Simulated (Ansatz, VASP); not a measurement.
Ir in VASP and in Ansatz

```
Ir
1.0
     0.00000    1.88131    1.91970
     1.91970    0.00000    1.91970
     1.91970    1.88131    0.00000
Ir
1
Direct
  0.00000 0.00000 0.00000
```

Change from the starting cell: strain -0.0200 x Voigt [0, 1, 0, 0, 0, 0], atoms carried along.

Alike in both runs: task single point; functional r2SCAN; k mesh 22 × 22 × 22; occupations gaussian, width 0.15 eV; no spin polarisation.

|  | VASP | Ansatz |
| --- | --- | --- |
| version | VASP 6.6.1 | Ansatz 0.2.0 |
| potentials or method | VASP PAW PBE potentials, release 64 (Ir), cutoff 520 eV | scalar-relativistic, plane waves, PAW |
| valence electrons in the cell | 9 | 17 |

|  | VASP | Ansatz | Ansatz less VASP |
| --- | --- | --- | --- |
| gap on the k mesh at the Fermi level (eV) | none | none | - |
| pressure (GPa) | 12.7 | 9.9 | -2.83 |
| traceless stress, the component that is largest in VASP (GPa) | 5.33 | 5.33 | -0.008 |

VASP's potentials were made for PBE, not for r2SCAN. A gap of «none» marks a metal or a gap that the smearing closes. The functional is the same, so the differences come from potentials, cutoffs and numerics. VASP's potentials hold 9 valence electrons a cell and Ansatz's 17, so a difference there can come from the potentials and not from the codes.

Spin-orbit coupling is off throughout.
